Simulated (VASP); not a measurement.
# AlN (F-43m) in VASP: a series of runs

The runs below take AlN through single point, with PBE.

Program: VASP 6.6.1. These are calculated values, not measurements. Logs are shortened: lines on timing, memory, paths and dates and some standing lists are left out, and cuts for length are marked.

## 1. The cell of the first run

Symmetry: F-43m, No. 216, cubic system. The conventional cell has a = 4.205 Å, b = 4.205 Å, c = 4.205 Å, α = 90.00°, β = 90.00°, γ = 90.00°. Al (site symmetry -43m) has 4 N at 1.82 Å within 2.4 Å. Within 2.4 Å of N (site symmetry -43m) lie 4 Al at 1.82 Å.

## 2. Single point, PBE (equal strain along all axes, cell held: -4.5 %)

File INCAR:

```
SYSTEM = AlN
PREC     = Accurate       ! precision mode
ENCUT    = 520            ! plane-wave cutoff, eV
EDIFF    = 1E-7           ! SCF threshold, eV
ISMEAR   = 0              ! smearing method
SIGMA    = 0.02           ! smearing width, eV
LREAL    = .FALSE.        ! projectors in reciprocal space
LASPH    = .TRUE.         ! aspherical terms in the spheres
NELM     = 60             ! most SCF steps
ALGO     = Normal         ! electronic algorithm
ISIF     = 2              ! what is computed and relaxed
LWAVE    = .FALSE.        ! write WAVECAR
LCHARG   = .TRUE.         ! write CHGCAR
GGA      = PE             ! functional
LELF     = .TRUE.         ! ELF
LVHAR    = .TRUE.       
NBANDS   = 16             ! bands
```

File KPOINTS:

```
Automatic mesh
0
G
  8 8 6
  0 0 0
```

File POSCAR:

```
AlN
1.0
    2.1025156856      2.1025156856      0.0000000000
   -2.1025156856      2.1025156856      0.0000000000
    0.0000000000      0.0000000000      4.2050313713
Al N
2 2
Direct
    0.0000000000      0.0000000000      0.0000000000
    0.5000000000      0.5000000000      0.5000000000
    0.5000000000      0.0000000000      0.2500000000
    0.0000000000      0.5000000000      0.7500000000
```

Potentials or basis: VASP PAW PBE potentials, release 64 (Al, N).

Launch:

```bash
> cat potpaw_PBE.64/Al/POTCAR potpaw_PBE.64/N/POTCAR > POTCAR
> mpirun -np 1 vasp_std > vasp.out
```

OUTCAR:

```text
SYSTEM = AlN
   PREC = Accurate
   ENCUT = 520
   EDIFF = 1E-7
   ISMEAR = 0
   LREAL = .FALSE.
   LASPH = .TRUE.
   NELM = 60
   ISIF = 2
   GGA = PE

 ion  position               nearest neighbor table
   1  0.000  0.000  0.000-   3 1.82   4 1.82   4 1.82   3 1.82   2 2.97   2 2.97   2 2.97   2 2.97
                             2 2.97   2 2.97   2 2.97   2 2.97
   2  0.500  0.500  0.500-   3 1.82   4 1.82   3 1.82   4 1.82   1 2.97   1 2.97   1 2.97   1 2.97
                             1 2.97   1 2.97   1 2.97   1 2.97
   3  0.500  0.000  0.250-   1 1.82   2 1.82   2 1.82   1 1.82
   4  0.000  0.500  0.750-   1 1.82   2 1.82   1 1.82   2 1.82

  LATTYP: Found a simple tetragonal cell.
 ALAT       =     2.9734061977
 C/A-ratio  =     1.4142135624

  Lattice vectors:

 A1 = (   2.1025156856,   2.1025156856,   0.0000000000)
 A2 = (  -2.1025156856,   2.1025156856,   0.0000000000)
 A3 = (   0.0000000000,   0.0000000000,   4.2050313713)

Analysis of symmetry for initial positions (statically):
=====================================================================
 Subroutine PRICEL returns following result:

  LATTYP: Found a face centered cubic cell.
 ALAT       =     4.2050313712

  Lattice vectors:

 A1 = (   0.0000000000,  -2.1025156856,  -2.1025156856)
 A2 = (   2.1025156856,   0.0000000000,  -2.1025156856)
 A3 = (   2.1025156856,  -2.1025156856,   0.0000000000)

   2 primitive cells build up your supercell.

 Routine SETGRP: Setting up the symmetry group for a
 simple tetragonal supercell.

 Subroutine GETGRP returns: Found  8 space group operations
 (whereof  8 operations were pure point group operations)
 out of a pool of 16 trial point group operations.

The static configuration has the point symmetry D_2d.

Analysis of symmetry for dynamics (positions and initial velocities):
=====================================================================
 Subroutine PRICEL returns following result:

  LATTYP: Found a face centered cubic cell.
 ALAT       =     4.2050313712

  Lattice vectors:

 A1 = (   0.0000000000,  -2.1025156856,  -2.1025156856)
 A2 = (   2.1025156856,   0.0000000000,  -2.1025156856)
 A3 = (   2.1025156856,  -2.1025156856,   0.0000000000)

   2 primitive cells build up your supercell.

 Routine SETGRP: Setting up the symmetry group for a
 simple tetragonal supercell.

 Subroutine GETGRP returns: Found  8 space group operations
 (whereof  8 operations were pure point group operations)
 out of a pool of 16 trial point group operations.

The dynamic configuration has the point symmetry D_2d.

 Subroutine INISYM returns: Found  8 space group operations
 (whereof  8 operations are pure point group operations),
 and found     2 'primitive' translations

----------------------------------------------------------------------------------------

                                     Primitive cell

  volume of cell :      18.5886

  direct lattice vectors                    reciprocal lattice vectors
     0.000000000 -2.102515686 -2.102515686    -0.237810354 -0.237810354 -0.237810354
     2.102515686  0.000000000 -2.102515686     0.237810354  0.237810354 -0.237810354
     2.102515686 -2.102515686  0.000000000     0.237810354 -0.237810354  0.237810354

  length of vectors
     2.973406198  2.973406198  2.973406198     0.411899616  0.411899616  0.411899616

  position of ions in fractional coordinates (direct lattice)
     0.000000000  0.000000000  0.000000000
     0.250000000  0.250000000  0.250000000

  ion indices of the primitive-cell ions
   primitive index   ion index
                 1           1
                 2           3

----------------------------------------------------------------------------------------

 KPOINTS: Automatic mesh

Automatic generation of k-mesh.
 Grid dimensions read from file:
 generate k-points for:    8    8    6

 Generating k-lattice:

  Cartesian coordinates                     Fractional coordinates (reciprocal lattice)
     0.029726294  0.029726294  0.000000000     0.125000000  0.000000000  0.000000000
    -0.029726294  0.029726294  0.000000000     0.000000000  0.125000000  0.000000000
     0.000000000  0.000000000  0.039635059     0.000000000  0.000000000  0.166666667

  Length of vectors
     0.042039329  0.042039329  0.039635059

  Shift w.r.t. Gamma in fractional coordinates (k-lattice)
     0.000000000  0.000000000  0.000000000

 Subroutine IBZKPT returns following result:
 ===========================================

 Found     60 irreducible k-points:

 Following reciprocal coordinates:
            Coordinates               Weight
  0.000000  0.000000  0.000000      1.000000
  0.125000  0.000000  0.000000      4.000000
  0.250000  0.000000  0.000000      4.000000
  0.375000  0.000000  0.000000      4.000000
  0.500000  0.000000  0.000000      2.000000
  0.125000  0.125000  0.000000      4.000000
[... 16 lines left out ...]
  0.375000  0.125000  0.166667     16.000000
  0.500000  0.125000  0.166667      8.000000
 [... further k-points ...]
   k-points           NKPTS =     60   k-points in BZ     NKDIM =     60   number of bands    NBANDS=     16
   number of dos      NEDOS =    301   number of ions     NIONS =      4
   total plane-waves  NPLWV =  18432
   dimension x,y,z NGX =    24 NGY =   24 NGZ =   32
   dimension x,y,z NGXF=    48 NGYF=   48 NGZF=   64
   ions per type =               2   2
   NGX,Y,Z   is equivalent  to a cutoff of  13.42, 13.42, 12.65 a.u.
   NGXF,Y,Z  is equivalent  to a cutoff of  26.84, 26.84, 25.30 a.u.
 SYSTEM =  AlN
   PREC   = accura    normal or accurate (medium, high low for compatibility)
   ISTART =      0    job   : 0-new  1-cont  2-samecut
   ICHARG =      2    charge: 1-file 2-atom 10-const
   ISPIN  =      1    spin polarized calculation?
   LNONCOLLINEAR =      F non collinear calculations
   LSORBIT =      F    spin-orbit coupling
   LASPH  =      T    aspherical Exc in radial PAW
   ENCUT  =  520.0 eV  38.22 Ry    6.18 a.u.   5.53  5.53  7.82*2*pi/ulx,y,z
   NELM   =     60;   NELMIN=  2; NELMDL= -5     # of ELM steps
   EDIFF  = 0.1E-06   stopping-criterion for ELM
   LREAL  =      F    real-space projection
   EDIFFG = 0.1E-05   stopping-criterion for IOM
   NSW    =      0    number of steps for IOM
   IBRION =     -1    ionic relax: 0-MD 1-quasi-New 2-CG
   NFREE  =      0    steps in history (QN), initial steepest desc. (CG)
   ISIF   =      2    stress and relaxation
   ISYM   =      2    0-nonsym 1-usesym 2-fastsym
   POTIM  = 0.5000    time-step for ionic-motion
   TEBEG  =    0.0;   TEEND  =   0.0 temperature during run
   PSTRESS=    0.0 pullay stress
   NELECT =      16.0000    total number of electrons
   NUPDOWN=      -1.0000    fix difference up-down
   EMIN   =  10.00;   EMAX   =-10.00  energy-range for DOS
   EFERMI =   0.00;   METHOD = LEGACY
   ISMEAR =     0;   SIGMA  =   0.02  broadening in eV -4-tet -1-fermi 0-gaus
   EFERMI_NEDOS =   21; number of points for ismear=-14 and -15
   IALGO  =     38    algorithm
   IMIX   =      4    mixing-type and parameters
     AMIX     =   0.40;   BMIX     =  1.00
     AMIX_MAG =   1.60;   BMIX_MAG =  1.00
  volume/ion in A,a.u.               =       9.29        62.72
  Fermi-wavevector in a.u.,A,eV,Ry     =   1.236011  2.335722 20.785928  1.527723
  Thomas-Fermi vector in A             =   2.370637
   LORBIT       =      0    0 simple, 1 ext, 2 COOP (PROOUT), +10 PAW based schemes
   GGA     = PE    functional components
   LHFCALC =     F    Hartree Fock is set to
   AEXX    =    0.0000 exact exchange contribution
   IVDW    =     0    specifies the selected vdW correction
   LEPSILON=     F    determine dielectric tensor
   LRPA    =     F    only Hartree local field effects (RPA)
 non-spin polarized calculation
 Gauss-broadening in eV      SIGMA  =   0.02
  energy-cutoff  :      520.00
  volume of cell :       37.18
 maximum number of plane-waves:      1023
 NGX is ok and might be reduce to    24
   NGX = 11   NGY = 11   NGZ = 15

 number of electron      15.9999998 magnetization

 Free energy of the ion-electron system (eV)
  ---------------------------------------------------
  ext. energy  EPLUGINS =         0.00000000
  ---------------------------------------------------
  free energy    TOTEN  =       -29.16492687 eV

  energy without entropy =      -29.16492687  energy(sigma->0) =      -29.16492687

 E-fermi :   7.2740     XC(G=0): -11.4414

 val. band max:        7.1000157863   @ k =   0.1250   0.0000   0.0000
 cond. band min:      10.4664825960   @ k =   0.5000   0.5000   0.0000
 fundamental gap:      3.3664668097
 Fermi energy:         7.2740202443

 k-point     1 :       0.0000    0.0000    0.0000
  band No.  band energies     occupation
      1      -8.5728      2.00000
      2      -5.4183      2.00000
      3       1.8299      2.00000
      4       5.2081      2.00000
      5       5.2081      2.00000
      6       7.0981      2.00000
[... 8 lines left out ...]
     15      22.7095      0.00000
     16      24.2959      0.00000

 k-point     2 :       0.1250    0.0000    0.0000
  band No.  band energies     occupation
      1      -8.3989      2.00000
      2      -5.4031      2.00000
      3       2.0180      2.00000
      4       4.4352      2.00000
      5       5.3235      2.00000
      6       6.3164      2.00000
[... 8 lines left out ...]
     15      22.4235      0.00000
     16      23.6968      0.00000

 k-point     3 :       0.2500    0.0000    0.0000
  band No.  band energies     occupation
      1      -7.9005      2.00000
      2      -5.4353      2.00000
      3       2.5614      2.00000
      4       3.1257      2.00000
      5       4.7931      2.00000
      6       5.6459      2.00000
[... 8 lines left out ...]
     15      21.7484      0.00000
     16      22.2263      0.00000
[... 362 lines left out ...]
 k-point    23 :       0.3750    0.1250    0.1667
  band No.  band energies     occupation
      1      -6.9111      2.00000
      2      -5.7042      2.00000
      3       1.8399      2.00000
      4       2.8104      2.00000
      5       4.2794      2.00000
      6       5.6983      2.00000
[... 8 lines left out ...]
     15      20.9055      0.00000
     16      21.2689      0.00000

 k-point    24 :       0.5000    0.1250    0.1667
  band No.  band energies     occupation
      1      -6.1884      2.00000
      2      -6.1884      2.00000
      3       1.9478      2.00000
      4       1.9478      2.00000
      5       5.0965      2.00000
      6       5.0965      2.00000
[... 8 lines left out ...]
     15      20.8177      0.00000
     16      20.8177      0.00000

 [... further k-points ...]
[... 5 lines left out ...]
  --------------------------------------------------------------------------------------
  -------------------------------------------------------------------------------------
  Total        8.0442862      8.0442862      8.0430716      0.0000000      0.0000000      0.0000000
  in kB      346.6732804    346.6732804    346.6209373      0.0000000      0.0000000      0.0000000
  external PRESSURE =     346.6558327 kB  Pullay stress =       0.0000000 kB

 VOLUME and BASIS-vectors are now :
 -----------------------------------------------------------------------------
  energy-cutoff  :      520.00
  volume of cell :       37.18
      direct lattice vectors                 reciprocal lattice vectors
     2.102515686  2.102515686  0.000000000     0.237810354  0.237810354  0.000000000
    -2.102515686  2.102515686  0.000000000    -0.237810354  0.237810354  0.000000000
     0.000000000  0.000000000  4.205031371     0.000000000  0.000000000  0.237810354

 POSITION                                       TOTAL-FORCE (eV/Angst)
 -----------------------------------------------------------------------------------
      0.00000      0.00000      0.00000         0.000000      0.000000      0.000000
      0.00000      2.10252      2.10252        -0.000000     -0.000000     -0.000000
      1.05126      1.05126      1.05126         0.000000      0.000000      0.000000
     -1.05126      1.05126      3.15377         0.000000      0.000000      0.000000
 -----------------------------------------------------------------------------------
    total drift:                               -0.000000      0.000000     -0.000000

  FREE ENERGIE OF THE ION-ELECTRON SYSTEM (eV)
  ---------------------------------------------------
  free  energy   TOTEN  =       -29.1649268727 eV

  energy  without entropy=      -29.1649268727  energy(sigma->0) =      -29.16492687
```

Wall time 14 s (1 thread of AMD EPYC 9R45 (Zen 5), shared host); peak memory 0.13 GiB.

Results:

| Item | Value |
| --- | --- |
| Free energy | -29.1649 eV |
| Pressure | 34.7 GPa |
| Band gap on the k mesh | 3.37 eV |

Caveat: the cell differs from its parent crystal (equal strain along all axes, cell held: -4.5 %).

## 3. Single point, PBE

File INCAR:

```
PREC = Accurate
ENCUT = 520
EDIFF = 1E-6
ISMEAR = 0
SIGMA = 0.02
LREAL = F
LASPH = T
NELM = 80
ALGO = Normal
ISIF = 2
LWAVE = F
LCHARG = F
GGA = PE
NBANDS = 16
```

File KPOINTS:

```
regular mesh
0
Gamma
  8 8 6
```

POSCAR is that of step 2.

Potentials or basis: VASP PAW PBE potentials, release 64 (Al, N).

Launch:

```bash
> cat potpaw_PBE.64/Al/POTCAR potpaw_PBE.64/N/POTCAR > POTCAR
> mpirun -np 1 vasp_std > vasp.out
```

Wall time 12 s (1 thread of AMD EPYC 9R45 (Zen 5), shared host); peak memory 0.13 GiB.

It converged, with:

- Free energy: -29.1649 eV
- Pressure: 34.7 GPa
- Band gap on the k mesh: 3.37 eV

Levels at points of the mesh, in eV from the valence-band top:
| k point | band 6 | band 7 | band 8 | band 9 | band 10 | band 11 |
| --- | --- | --- | --- | --- | --- | --- |
| (0.00, 0.00, 0.00) | 0.00 | 0.00 | 0.00 | 3.37 | 5.24 | 9.31 |
| (0.50, 0.00, 0.00) | -2.66 | -0.54 | -0.54 | 8.30 | 8.30 | 10.32 |
| (0.50, 0.50, 0.00) | -1.89 | -1.89 | -1.89 | 3.37 | 3.37 | 9.31 |
| (0.00, 0.00, 0.50) | -1.05 | -1.05 | -1.05 | 6.54 | 6.54 | 11.09 |
| (0.50, 0.00, 0.50) | -0.49 | -0.49 | -0.49 | 8.44 | 8.44 | 10.66 |
| (0.50, 0.50, 0.50) | -3.84 | -2.95 | -2.95 | 6.31 | 6.31 | 12.10 |
